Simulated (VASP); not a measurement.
Au, 1 atom in the cell. It takes space group Fm-3m (No. 225, cubic). The conventional cell has a = 4.143 Å, b = 4.143 Å, c = 4.143 Å, α = 90.00°, β = 90.00°, γ = 90.00°. Au (site symmetry m-3m) has 12 Au at 2.93 Å within 3.9 Å. 

| Quantity | Value |
| --- | --- |
| Program | VASP 6.6.1 |
| Task | single point |
| Functional | PBE |
| Potentials or basis | VASP PAW PBE potentials, release 64 (Au) |
| Cutoff | 520 eV |
| k mesh | 17 × 17 × 17 |
| Occupations | fermi-dirac, width 0.05 eV |
| Spin | non-collinear spin, zero start, spin-orbit coupling |
| Starting moments | [[0.0, 0.0, 0.0]] μB |
| Dipole correction | no |
| Further INCAR settings | ALGO = Normal; EDIFF = 1e-06; NBANDS = 22 |

Potentials or basis: VASP PAW PBE potentials, release 64 (Au).

Launch:

```sh
$ cat potpaw_PBE.64/Au/POTCAR > POTCAR
$ mpirun -np 1 vasp_ncl > vasp.out
```

Hardware: 1 thread of Intel(R) Xeon(R) 6975P-C (Granite Rapids) (shared host).

Task: Estimate the wall time of this run.

Result: Run time: 45 s on 1 thread of Intel(R) Xeon(R) 6975P-C (Granite Rapids), on a shared host, peak memory 0.26 GiB. Counts: scf iterations 12, k points 165.
